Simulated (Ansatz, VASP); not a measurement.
Two plane-wave programs on Sn

```
CELL_PARAMETERS angstrom
-1.87240 1.87240 1.87240
1.87240 -1.87240 1.87240
1.87240 1.87240 -1.87240
ATOMIC_POSITIONS crystal
Sn 0.00000 0.00000 0.00000
```

Alike in both runs: task single point; functional PBEsol; k mesh 12 × 12 × 12; occupations gaussian, width 0.15 eV; no spin polarisation.

|  | VASP | Ansatz |
| --- | --- | --- |
| version | VASP 6.6.1 | Ansatz 0.2.0 |
| potentials or method | VASP PAW PBE potentials, release 64 (Sn_d), cutoff 520 eV | scalar-relativistic, plane waves, PAW |
| valence electrons in the cell | 14 | 14 |

VASP gave:

* gap on the k mesh at the Fermi level (eV): none
* pressure (GPa): -0.6

Which values does Ansatz return?

gap on the k mesh at the Fermi level (eV): none; pressure (GPa): -0.5.

VASP's potentials were made for PBE, not for PBEsol. A gap of «none» marks a metal or a gap that the smearing closes.
